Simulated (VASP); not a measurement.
The system is Pd.

```xyz
1
Lattice="0.0000 1.9203 1.9203 1.9203 0.0000 1.9203 1.9203 1.9203 0.0000" Properties=species:S:1:pos:R:3 pbc="T T T"
Pd    0.0000    0.0000    0.0000
```

Base run:

* Program: VASP 6.6.1
* Functional: LDA
* Potentials or basis: VASP PAW LDA potentials, release 64 (Pd)
* Cutoff: 520 eV
* k mesh: 14 × 14 × 14
* Occupations: gaussian, width 0.03 eV
* Spin: collinear spin, ferromagnetic start
* Starting moments: [0.5] μB

Its results: pressure 0.4 GPa; net moment 0.32 μB per cell.

Question: The run is repeated on the same cell with these changes: occupations from gaussian, width 0.03 eV to gaussian, width 0.3 eV. What comes out?

Answer: Pressure 0.7 GPa; net moment 0.00 μB per cell.
